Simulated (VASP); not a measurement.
Runs of VASP 6.6.1 on BeZnF4. The structure is that of space group F-43m (No. 216), or close to it. The cells are those of the table. 

```tsv
task	level	cell	k mesh	cutoff (eV)	smearing	k mesh for the DOS	occupations for the DOS	gap on the mesh (eV)	pressure (GPa)	largest force (eV/Å)
relaxation of cell and atoms	PBE	relaxed from a = 5.092 Å, angles 60.0°, 6 atoms	4 × 4 × 4	600	gaussian 0.1 eV	-	-	5.85	0.0	0.01
single point	PBE	a = 5.680 Å, angles 60.0°, 6 atoms	4 × 4 × 4	520	gaussian 0.1 eV	-	-	5.84	(a)	0.07
single point	PBE	a = 5.678 Å, angles 60.0°, 6 atoms	6 × 6 × 6	520	gaussian 0.01 eV	-	-	5.85	(b)	0.06
single point	PBE	a = 5.092 Å, angles 60.0°, 6 atoms	4 × 4 × 4	520	gaussian 0.1 eV	-	-	5.43	33.9	2.51
```

Alike in all rows: potentials or basis VASP PAW PBE potentials, release 64 (Be, Zn, F); no spin polarisation.

Fill in the values left out.

(a) 0.1; (b) 0.2.

Caveats: forces of over 1 eV/Å act on the atoms, so gaps and moduli don't describe the material at rest (some runs).

A k mesh can miss the band edges.
